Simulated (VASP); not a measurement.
Here is a VASP 6.6.1 calculation.

File INCAR:

```
SYSTEM = Ta2N
  PREC = Accurate
  ENCUT = 520
  EDIFF = 1E-6
  ISMEAR = 0
  SIGMA = 0.15
  LREAL = .FALSE.
  LASPH = .TRUE.
  NELM = 60
  ALGO = Normal
  ISIF = 2
  LWAVE = .FALSE.
  LCHARG = .TRUE.
  GGA = CA
  LELF = .TRUE.
  LVHAR = .TRUE.
  NBANDS = 50
```

KPOINTS

```
Automatic mesh
0
G
  9 9 8
  0 0 0
```

Contents of POSCAR:

```
Ta2N
1.0
    5.2288597096      0.0000000000      0.0000000000
   -2.6144298548      4.5283253413      0.0000000000
    0.0000000000      0.0000000000      4.8835331142
Ta N
6 3
Direct
    0.6430231761      0.6430231761      0.7526041962
    0.0000000000      0.3569768239      0.7526041962
    0.3569768239      0.0000000000      0.7526041962
    0.3569768239      0.3569768239      0.2473958038
    0.0000000000      0.6430231761      0.2473958038
    0.6430231761      0.0000000000      0.2473958038
    0.6666666667      0.3333333333      0.5000000000
    0.3333333333      0.6666666667      0.5000000000
    0.0000000000      0.0000000000      0.0000000000
```

Potentials or basis: VASP PAW LDA potentials, release 64 (Ta_pv, N).

The run is started by

```bash
$ cat potpaw_LDA.64/Ta_pv/POTCAR potpaw_LDA.64/N/POTCAR > POTCAR
$ mpirun -np 1 vasp_std > vasp.out
```

(1) Predict the pressure.

(2) Estimate the band gap on the k mesh.

Answers

(1) 5.8 GPa.

(2) zero (an odd number of electrons rules out a gap without spin polarisation).

Caveat: the cell stands under pressure; spin-orbit coupling is left out, which moves the levels of the heavy elements; forces of over 1 eV/Å act on the atoms, so gaps and moduli don't describe the material at rest.
